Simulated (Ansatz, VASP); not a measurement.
## One calculation of InP, two programs

```
In P
1.0
     0.00000    2.90402    2.90402
     2.90402    0.00000    2.90402
     2.90402    2.90402    0.00000
In P
1 1
Direct
  0.00000 0.00000 0.00000
  0.75000 0.75000 0.75000
```

Alike in both runs: task single point; functional r2SCAN; dispersion D4; k mesh 8 × 8 × 8; occupations gaussian, width 0.05 eV; no spin polarisation.

|  | VASP | Ansatz |
| --- | --- | --- |
| version | VASP 6.6.1 | Ansatz 0.2.0 |
| potentials or method | VASP PAW PBE potentials, release 64 (In_d, P), cutoff 520 eV | scalar-relativistic, plane waves, PAW |
| valence electrons in the cell | 18 | 18 |

```tsv
	VASP	Ansatz	Ansatz less VASP
gap on the k mesh at the Fermi level (eV)	1.33	1.32	-0.005
least direct gap on the mesh (eV)	1.33	1.32	-0.005
pressure (GPa)	3.0	3.1	+0.13
```

VASP's potentials were made for PBE, not for r2SCAN.
